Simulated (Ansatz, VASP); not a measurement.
MoS2: VASP beside Ansatz

File INCAR:

```
SYSTEM = MoS2
  PREC = Accurate
  ENCUT = 520
  EDIFF = 1E-7
  ISMEAR = -1
  SIGMA = 0.03
  LREAL = .False.
  LASPH = .True.
  NELM = 60
  ALGO = Normal
  ISIF = 2
  LWAVE = .False.
  LCHARG = .False.
  GGA = PE
  NBANDS = 35
```

File KPOINTS:

```
regular mesh
0
Gamma
  10 10 3
  0 0 0
```

POSCAR

```
MoS2
1.0
    3.1610016016      0.0000000000      0.0000000000
   -1.5805008008      2.7375076884      0.0000000000
    0.0000000000      0.0000000000     12.4179500000
Mo S
2 4
Direct
    0.3333333333      0.6666666667      0.2500000000
    0.6666666667      0.3333333333      0.7500000000
    0.3333333333      0.6666666667      0.6275000000
    0.6666666667      0.3333333333      0.1275000000
    0.3333333333      0.6666666667      0.8725000000
    0.6666666667      0.3333333333      0.3725000000
```

Input for Ansatz:

```yaml
crystal:
  lattice:
    - [3.1610016016, 0.0, 0.0]
    - [-1.5805008008, 2.7375076884, 0.0]
    - [0.0, 0.0, 12.41795]
  atoms:
    - { symbol: Mo, position: [0.3333333333, 0.6666666667, 0.25] }
    - { symbol: Mo, position: [0.6666666667, 0.3333333333, 0.75] }
    - { symbol: S, position: [0.3333333333, 0.6666666667, 0.6275] }
    - { symbol: S, position: [0.6666666667, 0.3333333333, 0.1275] }
    - { symbol: S, position: [0.3333333333, 0.6666666667, 0.8725] }
    - { symbol: S, position: [0.6666666667, 0.3333333333, 0.3725] }
kpoints:
  mp_grid: { grid: [10, 10, 3] }
  band_path:
    path:
      - [0.0, 0.0, 0.0]
      - [0.5, 0.0, 0.0]
      - [0.3333333333, 0.3333333333, 0.0]
      - [0.0, 0.0, 0.0]
      - [0.0, 0.0, 0.5]
      - [0.5, 0.0, 0.5]
      - [0.3333333333, 0.3333333333, 0.5]
      - [0.0, 0.0, 0.5]
      - [0.5, 0.0, 0.5]
    npoints: 5
scf:
  occupations: { method: fermi_dirac, width: 0.03 }
hamiltonian:
  xc: pbe
  pseudopotentials: { kind: all_electron, lapw: { basis_error: 0.001 } }
output:
  forces: true
  stress: true
  eigenvalues: true
```

Change from the starting cell: zz strain of +1 %.

Alike in both runs: task single point; functional PBE; k mesh 10 × 10 × 3; occupations fermi-dirac, width 0.03 eV; no spin polarisation.

|  | VASP | Ansatz |
| --- | --- | --- |
| version | VASP 6.6.1 | Ansatz 0.2.0 |
| potentials or method | VASP PAW PBE potentials, release 64 (Mo_sv, S), cutoff 520 eV | all-electron LAPW, scalar-relativistic |

```csv
,VASP,Ansatz,Ansatz less VASP
pressure (GPa),6.9,7.1,+0.17
"traceless stress, the component that is largest in VASP (GPa)",3.10,3.14,+0.041
rms of the force components (eV/Å),0.417,0.425,+0.0084
```

Atom by atom the forces differ by 0.008 eV/Å (rms over components). Ansatz ran all-electron here, and VASP with PAW potentials.
